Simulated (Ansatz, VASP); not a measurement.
One calculation of CsBr, two programs

```
CELL_PARAMETERS angstrom
3.40180 0.00000 0.00000
0.00000 3.40180 0.00000
0.00000 0.00000 3.40180
ATOMIC_POSITIONS crystal
Cs 0.00000 0.00000 0.00000
Br 0.50000 0.50000 0.50000
```

Change from the starting cell: volume scaled by 0.5, PAW files.

Alike in both runs: task electric field gradients; functional r2SCAN; k mesh 7 × 7 × 7; occupations fermi-dirac, width 0.03 eV; no spin polarisation.

|  | VASP | Ansatz |
| --- | --- | --- |
| version | VASP 6.6.1 | Ansatz 0.2.0 |
| potentials or method | VASP PAW PBE potentials, release 64 (Cs_sv, Br) | PAW with Ansatz's default frozen-core files, scalar-relativistic |
| plane-wave cutoff (eV) | 440 | 500 |
| valence electrons in the cell | 16 | 16 |

|  | VASP | Ansatz | Ansatz less VASP |
| --- | --- | --- | --- |
| gap on the k mesh at the Fermi level (eV) | 2.32 | 2.37 | +0.056 |
| pressure (GPa) | 68.1 | 66.2 | -1.90 |

VASP's potentials were made for PBE, not for r2SCAN. Both programs put the cell under a high pressure, so it lies far from rest at this level.

Neither program's run includes spin-orbit coupling. Noted on VASP's run: the cell as given lies far from equilibrium.
